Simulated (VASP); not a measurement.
# SrO (Immm) in VASP: a series of runs, part 3 of 3

VASP 6.6.1. Earlier steps stand in the parts before.

## (6) Single point, r2SCAN (strain +0.0050 x Voigt [0, 0, 0, 0, 0, 1])

The input, POSCAR:

```
SrO
1.0
    0.0064245000      2.5698000000      2.5698000000
    2.5698000000      0.0064245000      2.5698000000
    2.5762245000      2.5762245000      0.0000000000
Sr O
1 1
Direct
    0.0000000000      0.0000000000      0.0000000000
    0.5000000000      0.5000000000      0.5000000000
```

The input, INCAR.step1:

```
SYSTEM = SrO
  ALGO = Normal
  EDIFF = 1E-4
  ENCUT = 520
  GGA = PE
  ISMEAR = 0
  LASPH = .TRUE.
  LCHARG = .FALSE.
  LREAL = .FALSE.
  LWAVE = .TRUE.
  NBANDS = 15
  NELM = 100
  PREC = Accurate
  SIGMA = 0.05
```

The input, INCAR.step2:

```
SYSTEM = SrO
  ALGO = Normal
  EDIFF = 1E-7
  ENCUT = 520
  ISIF = 2
  ISMEAR = 0
  ISTART = 1
  LASPH = .TRUE.
  LCHARG = .FALSE.
  LMIXTAU = .TRUE.
  LREAL = .FALSE.
  LWAVE = .FALSE.
  METAGGA = R2SCAN
  NBANDS = 15
  NELM = 100
  PREC = Accurate
  SIGMA = 0.05
```

The input, KPOINTS:

```
k-points
0
G
  8 8 8
  0 0 0
```

Potentials or basis: VASP PAW PBE potentials, release 64 (Sr_sv, O).

Started as:

```
> cat potpaw_PBE.64/Sr_sv/POTCAR potpaw_PBE.64/O/POTCAR > POTCAR
> cp INCAR.step1 INCAR
> mpirun -np 1 vasp_std > vasp.out
> cp INCAR.step2 INCAR
> mpirun -np 1 vasp_std > vasp.out
```

OUTCAR:

```text
SYSTEM = SrO
   EDIFF = 1E-7
   ENCUT = 520
   ISIF = 2
   ISMEAR = 0
   ISTART = 1
   LASPH = .TRUE.
   LREAL = .FALSE.
   METAGGA = R2SCAN
   NELM = 100
   PREC = Accurate

 ion  position               nearest neighbor table
   1  0.000  0.000  0.000-   2 2.57   2 2.57   2 2.57   2 2.57   2 2.57   2 2.57
   2  0.500  0.500  0.500-   1 2.57   1 2.57   1 2.57   1 2.57   1 2.57   1 2.57

  LATTYP: Found a body centered orthorhombic cell.
 ALAT       =     3.6251603976
 B/A-ratio  =     1.0050125313
 C/A-ratio  =     1.4177579573

  Lattice vectors:

 A1 = (   2.5698000000,   0.0064245000,  -2.5698000000)
 A2 = (  -2.5698000000,  -0.0064245000,  -2.5698000000)
 A3 = (   0.0064245000,   2.5698000000,   2.5698000000)

Analysis of symmetry for initial positions (statically):
=====================================================================
 Subroutine PRICEL returns:
 Original cell was already a primitive cell.

 Routine SETGRP: Setting up the symmetry group for a
 body centered orthorhombic supercell.

 Subroutine GETGRP returns: Found  8 space group operations
 (whereof  8 operations were pure point group operations)
 out of a pool of  8 trial point group operations.

The static configuration has the point symmetry D_2h.

Analysis of symmetry for dynamics (positions and initial velocities):
=====================================================================
 Subroutine PRICEL returns:
 Original cell was already a primitive cell.

 Routine SETGRP: Setting up the symmetry group for a
 body centered orthorhombic supercell.

 Subroutine GETGRP returns: Found  8 space group operations
 (whereof  8 operations were pure point group operations)
 out of a pool of  8 trial point group operations.

The dynamic configuration has the point symmetry D_2h.

 Subroutine INISYM returns: Found  8 space group operations
 (whereof  8 operations are pure point group operations),
 and found     1 'primitive' translations

----------------------------------------------------------------------------------------

                                     Primitive cell

  volume of cell :      33.9410

  direct lattice vectors                    reciprocal lattice vectors
     0.006424500  2.569800000  2.569800000    -0.195055309  0.195055309  0.194567671
     2.569800000  0.006424500  2.569800000     0.195055309 -0.195055309  0.194567671
     2.576224500  2.576224500  0.000000000     0.194082464  0.194082464 -0.194567671

  length of vectors
     3.634251691  3.634251691  3.643331628     0.337564402  0.337564402  0.336441056

  position of ions in fractional coordinates (direct lattice)
     0.000000000  0.000000000  0.000000000
     0.500000000  0.500000000  0.500000000

  ion indices of the primitive-cell ions
   primitive index   ion index
                 1           1
                 2           2

----------------------------------------------------------------------------------------

 KPOINTS: k-points

Automatic generation of k-mesh.
 Grid dimensions read from file:
 generate k-points for:    8    8    8

 Generating k-lattice:

[... 42 lines left out ...]
 [... further k-points ...]
   k-points           NKPTS =     95   k-points in BZ     NKDIM =     95   number of bands    NBANDS=     15
   number of dos      NEDOS =    301   number of ions     NIONS =      2
   total plane-waves  NPLWV =  21952
   dimension x,y,z NGX =    28 NGY =   28 NGZ =   28
   dimension x,y,z NGXF=    56 NGYF=   56 NGZF=   56
   ions per type =               1   1
   NGX,Y,Z   is equivalent  to a cutoff of  12.81, 12.81, 12.78 a.u.
   NGXF,Y,Z  is equivalent  to a cutoff of  25.62, 25.62, 25.55 a.u.
 SYSTEM =  SrO
   PREC   = accura    normal or accurate (medium, high low for compatibility)
   ISTART =      1    job   : 0-new  1-cont  2-samecut
   ICHARG =      0    charge: 1-file 2-atom 10-const
   ISPIN  =      1    spin polarized calculation?
   LNONCOLLINEAR =      F non collinear calculations
   LSORBIT =      F    spin-orbit coupling
   LASPH  =      T    aspherical Exc in radial PAW
   ENCUT  =  520.0 eV  38.22 Ry    6.18 a.u.   6.76  6.76  6.77*2*pi/ulx,y,z
   NELM   =    100;   NELMIN=  2; NELMDL=  0     # of ELM steps
   EDIFF  = 0.1E-06   stopping-criterion for ELM
   LREAL  =      F    real-space projection
   EDIFFG = 0.1E-05   stopping-criterion for IOM
   NSW    =      0    number of steps for IOM
   IBRION =     -1    ionic relax: 0-MD 1-quasi-New 2-CG
   NFREE  =      0    steps in history (QN), initial steepest desc. (CG)
   ISIF   =      2    stress and relaxation
   ISYM   =      2    0-nonsym 1-usesym 2-fastsym
   POTIM  = 0.5000    time-step for ionic-motion
   TEBEG  =    0.0;   TEEND  =   0.0 temperature during run
   PSTRESS=    0.0 pullay stress
   NELECT =      16.0000    total number of electrons
   NUPDOWN=      -1.0000    fix difference up-down
   EMIN   =  10.00;   EMAX   =-10.00  energy-range for DOS
   EFERMI =   0.00;   METHOD = LEGACY
   ISMEAR =     0;   SIGMA  =   0.05  broadening in eV -4-tet -1-fermi 0-gaus
   EFERMI_NEDOS =   21; number of points for ismear=-14 and -15
   IALGO  =     38    algorithm
   IMIX   =      4    mixing-type and parameters
     AMIX     =   0.40;   BMIX     =  1.00
     AMIX_MAG =   1.60;   BMIX_MAG =  1.00
  volume/ion in A,a.u.               =      16.97       114.52
  Fermi-wavevector in a.u.,A,eV,Ry     =   1.274108  2.407716 22.087051  1.623352
  Thomas-Fermi vector in A             =   2.406895
   LORBIT       =      0    0 simple, 1 ext, 2 COOP (PROOUT), +10 PAW based schemes
   METAGGA = R2SCAN    functional components
   LHFCALC =     F    Hartree Fock is set to
   AEXX    =    0.0000 exact exchange contribution
   IVDW    =     0    specifies the selected vdW correction
   LEPSILON=     F    determine dielectric tensor
   LRPA    =     F    only Hartree local field effects (RPA)
 non-spin polarized calculation
 Gauss-broadening in eV      SIGMA  =   0.05
  energy-cutoff  :      520.00
  volume of cell :       33.94
 maximum number of plane-waves:       941
   NGX = 13   NGY = 13   NGZ = 13

 number of electron      15.9999997 magnetization

 Free energy of the ion-electron system (eV)
  ---------------------------------------------------
  ext. energy  EPLUGINS =         0.00000000
  ---------------------------------------------------
  free energy    TOTEN  =       -27.05245358 eV

  energy without entropy =      -27.05245358  energy(sigma->0) =      -27.05245358

 E-fermi :   1.6820     XC(G=0): -10.5933

 val. band max:        1.3538414917   @ k =   0.0000   0.0000   0.0000
 cond. band min:       5.0900935788   @ k =   0.5000   0.5000   0.0000
 fundamental gap:      3.7362520870
 Fermi energy:         1.6819909780

 k-point     1 :       0.0000    0.0000    0.0000
  band No.  band energies     occupation
      1     -32.1182      2.00000
      2     -14.6815      2.00000
      3     -13.1408      2.00000
      4     -13.1399      2.00000
      5     -13.1389      2.00000
      6       1.3431      2.00000
      7       1.3484      2.00000
      8       1.3538      2.00000
      9       6.0184      0.00000
     10       8.0978      0.00000
     11       8.1291      0.00000
     12       8.1608      0.00000
     13      10.4538      0.00000
     14      10.4538      0.00000
[... 401 lines left out ...]
      2     -15.3358      2.00000
      3     -13.2438      2.00000
      4     -13.2218      2.00000
      5     -12.6167      2.00000
      6       0.1186      2.00000
      7       0.9701      2.00000
      8       1.0651      2.00000
      9       7.1286      0.00000
     10       7.8048      0.00000
     11       9.5107      0.00000
     12       9.6574      0.00000
     13      11.2815      0.00000
     14      12.1538      0.00000
     15      17.7414      0.00000

 [... further k-points ...]

------------------------ aborting loop because EDIFF is reached ----------------------------------------

  FORCE on cell =-STRESS in cart. coord.  units (eV):
  Direction    XX          YY          ZZ          XY          YZ          ZX
  --------------------------------------------------------------------------------------
  -------------------------------------------------------------------------------------
  Total        0.3574110      0.3574110      0.3570752     -0.0584638      0.0000000      0.0000000
  in kB       16.8714832     16.8714832     16.8556287     -2.7597655      0.0000000      0.0000000
  external PRESSURE =      16.8661984 kB  Pullay stress =       0.0000000 kB

 VOLUME and BASIS-vectors are now :
 -----------------------------------------------------------------------------
  energy-cutoff  :      520.00
  volume of cell :       33.94
      direct lattice vectors                 reciprocal lattice vectors
     0.006424500  2.569800000  2.569800000    -0.195055309  0.195055309  0.194567671
     2.569800000  0.006424500  2.569800000     0.195055309 -0.195055309  0.194567671
     2.576224500  2.576224500  0.000000000     0.194082464  0.194082464 -0.194567671

 POSITION                                       TOTAL-FORCE (eV/Angst)
 -----------------------------------------------------------------------------------
      0.00000      0.00000      0.00000        -0.000000     -0.000000     -0.000000
      2.57622      2.57622      2.56980         0.000000      0.000000      0.000000
 -----------------------------------------------------------------------------------
    total drift:                                0.000000      0.000000      0.000000

  FREE ENERGIE OF THE ION-ELECTRON SYSTEM (eV)
  ---------------------------------------------------
  free  energy   TOTEN  =       -27.0524535797 eV

  energy  without entropy=      -27.0524535797  energy(sigma->0) =      -27.05245358
```

Wall time 2.1 min (1 thread of AMD EPYC 9R45 (Zen 5), shared host); peak memory 0.17 GiB.

What came out:

- Free energy: -27.0525 eV
- Pressure: 1.7 GPa
- Band gap on the k mesh: 3.74 eV (least direct gap 3.82 eV)

Stress tensor (GPa, compression positive):
```
 1.69 -0.28  0.00
-0.28  1.69  0.00
 0.00  0.00  1.69
```

Caveat: the cell differs from its parent crystal (strain +0.0050 x Voigt [0, 0, 0, 0, 0, 1]); the PAW data sets were made with another functional, which shifts forces and pressure a little. A k mesh can miss the band edges.

## (7) Overview

| cell | gap on the mesh (eV) | pressure (GPa) |
| --- | --- | --- |
| a = 3.634, b = 3.634, c = 3.652 Å, angles 59.8, 59.8, 59.7°, 2 atoms | 3.73 | 1.7 |
| a = 3.635, b = 3.635, c = 3.698 Å, angles 59.4, 59.4, 58.8°, 2 atoms | 3.70 | 1.7 |
| a = 3.634, b = 3.634, c = 3.680 Å, angles 59.6, 59.6, 59.2°, 2 atoms | 3.71 | 1.7 |
| a = 3.634, b = 3.634, c = 3.662 Å, angles 59.8, 59.8, 59.5°, 2 atoms | 3.72 | 1.7 |
| a = 3.634, b = 3.634, c = 3.643 Å, angles 59.9, 59.9, 59.8°, 2 atoms | 3.74 | 1.7 |

Alike in all rows: task single point; level r2SCAN; potentials or basis VASP PAW PBE potentials, release 64 (Sr_sv, O); no spin polarisation; k mesh 8 × 8 × 8; cutoff (eV) 520; smearing gaussian 0.05 eV.

Caveats: the PAW data sets were made with another functional, which shifts forces and pressure a little.

Absolute energies hang on the potentials; compare differences alone.
